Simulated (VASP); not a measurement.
A run of VASP 6.6.1:

Contents of INCAR:

```
PREC     = Accurate       # precision mode
ENCUT    = 600            # plane-wave cutoff, eV
EDIFF    = 1E-6           # SCF threshold, eV
ISMEAR   = 0              # smearing method
SIGMA    = 0.02           # smearing width, eV
LREAL    = F              # projectors in reciprocal space
LASPH    = T              # aspherical terms in the spheres
NELM     = 60             # most SCF steps
ALGO     = Normal         # electronic algorithm
ISIF     = 4              # what is computed and relaxed
LWAVE    = F              # write WAVECAR
LCHARG   = F              # write CHGCAR
GGA      = PE             # functional
IBRION   = 2              # ionic algorithm
NSW      = 50             # ionic steps
EDIFFG   = -0.01          # ionic threshold
```

File KPOINTS:

```
regular mesh
0
Gamma
  9 9 6
```

File POSCAR:

```
H
1.0
    3.7054483907      0.0000000000      0.0000000000
   -1.8527241954      3.2090124388      0.0000000000
    0.0000000000      0.0000000000      4.8758609046
H
4
Direct
    0.3333333333      0.6666666667      0.1738858178
    0.6666666667      0.3333333333      0.6738858178
    0.6666666667      0.3333333333      0.8261141822
    0.3333333333      0.6666666667      0.3261141822
```

Potentials or basis: VASP PAW PBE potentials, release 64 (H).

Run with:

```bash
$ cat potpaw_PBE.64/H/POTCAR > POTCAR
$ mpirun -np 1 vasp_std > vasp.out
```

Hardware: 1 thread of AMD EPYC 7R13 (shared host).

Task: How long does it take, and how much memory?

Result: It took 53 s on 1 thread of AMD EPYC 7R13, with other jobs on the host, peak memory 0.15 GiB. Counts: scf iterations 23, k points 48, ion steps 3.
